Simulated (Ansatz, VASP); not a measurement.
## Ag: VASP beside Ansatz

```xyz
3
Lattice="2.8284 0.0000 0.0000 -1.4142 2.4495 0.0000 0.0000 0.0000 20.6188" Properties=species:S:1:pos:R:3 pbc="T T T"
Ag    0.0000    0.8165    8.0077
Ag    0.0000    2.4495   10.3094
Ag    1.4142    1.6330   12.6111
```

Alike in both runs: functional LDA; k mesh 13 × 13 × 1; occupations fermi-dirac, width 0.05 eV; no spin polarisation.

Ansatz relaxed the structure, and its values are those at the end. VASP's run is a single point on that final structure, the one shown.

|  | VASP | Ansatz |
| --- | --- | --- |
| version | VASP 6.6.1 | Ansatz 0.2.0 |
| potentials or method | VASP PAW LDA potentials, release 64 (Ag) | PAW with Ansatz's default frozen-core files, scalar-relativistic |
| plane-wave cutoff (eV) | 520 | 420 |
| valence electrons in the cell | 33 | 57 |

VASP gave:

* rms of the force components (eV/Å): 0.004

Task: Estimate Ansatz's values.

Result: rms of the force components (eV/Å): 0.000.

LDA's correlation is that of Perdew and Zunger in VASP and of Perdew and Wang (1992) in Ansatz. VASP's potentials hold 33 valence electrons a cell and Ansatz's 57, so a difference there can come from the potentials and not from the codes. Ansatz's warnings: stress scf threshold loose, xc potential rough in thin density.
